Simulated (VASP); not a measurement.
A run of VASP 6.6.1:

The input INCAR:

```
SYSTEM = Ta3BeAl
  PREC = Accurate
  ENCUT = 600
  EDIFF = 1E-6
  ISMEAR = 0
  SIGMA = 0.1
  LREAL = .False.
  LASPH = .True.
  NELM = 60
  ALGO = Fast
  ISIF = 3
  LWAVE = .False.
  LCHARG = .False.
  GGA = PE
  IBRION = 2
  NSW = 100
  EDIFFG = -0.01
```

The input KPOINTS:

```
regular mesh
0
Gamma
  8 8 8
  0 0 0
```

POSCAR

```
Ta3BeAl
1.0
    4.6583461413      0.0000000000      0.0000000000
    0.0000000000      4.6583461413      0.0000000000
    0.0000000000      0.0000000000      4.6583461413
Ta Be Al
3 1 1
Direct
    0.0000000000      0.5000000000      0.5000000000
    0.5000000000      0.0000000000      0.5000000000
    0.5000000000      0.5000000000      0.0000000000
    0.0000000000      0.0000000000      0.0000000000
    0.5000000000      0.5000000000      0.5000000000
```

Potentials or basis: VASP PAW PBE potentials, release 64 (Ta_pv, Be, Al).

Command:

```console
$ cat potpaw_PBE.64/Ta_pv/POTCAR potpaw_PBE.64/Be/POTCAR potpaw_PBE.64/Al/POTCAR > POTCAR
$ mpirun -np 1 vasp_std > vasp.out
```

Hardware: 1 thread of AMD EPYC 9R45 96-Core Processor (Zen 5), with other jobs on the host.

Problem. Estimate the wall time of this run.

Solution. Wall time 110 s on 1 thread of AMD EPYC 9R45 96-Core Processor (Zen 5), on a shared host, peak memory 0.28 GiB. Counts: scf iterations 36, k points 35, ion steps 3.
